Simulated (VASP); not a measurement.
Wanted: the native input for a VASP 6.6.1 run.

```yaml
Task: single point
Functional: PBEsol
Potentials_or_basis: VASP PAW PBE potentials, release 64 (Al)
Cutoff: 520 eV
k_mesh: 28 × 28 × 28
Occupations: gaussian, width 0.15 eV
Spin: no spin polarisation
Dipole_correction: no
Further_INCAR_settings: ALGO = Fast; EDIFF = 1e-06; NBANDS = 8
```

The structure of Al lies in POSCAR:

```
Al
1.0
   -1.4109358488      1.6124981129      1.6124981129
    1.6124981129     -1.4109358488      1.6124981129
    1.6124981129      1.6124981129     -1.4109358488
Al
1
Direct
    0.0000000000      0.0000000000      0.0000000000
```

This cell differs from its parent crystal: ratio of the length along [111] to the lengths across it x 1.2, volume and fractional coordinates fixed.

The input as run:

INCAR

```
PREC = Accurate
ENCUT = 520
EDIFF = 1E-6
ISMEAR = 0
SIGMA = 0.15
LREAL = F
LASPH = T
NELM = 60
ALGO = Fast
ISIF = 2
LWAVE = F
LCHARG = F
GGA = PS
NBANDS = 8
```

KPOINTS

```
Automatic mesh
0
Gamma
  28 28 28
```

Potentials or basis: VASP PAW PBE potentials, release 64 (Al).

Run with:

```sh
$ cat potpaw_PBE.64/Al/POTCAR > POTCAR
$ mpirun -np 1 vasp_std > vasp.out
```

Results of the run:

```
Pressure               : 3.2 GPa
Band gap on the k mesh : zero (an odd number of electrons rules out a gap without spin polarisation)
```

Caveat: the cell stands under pressure; the PAW data sets were made with another functional, which shifts forces and pressure a little.

It took 100 s on 1 thread of Intel(R) Xeon(R) Platinum 8488C (Sapphire Rapids) (shared host), peak memory 0.32 GiB.
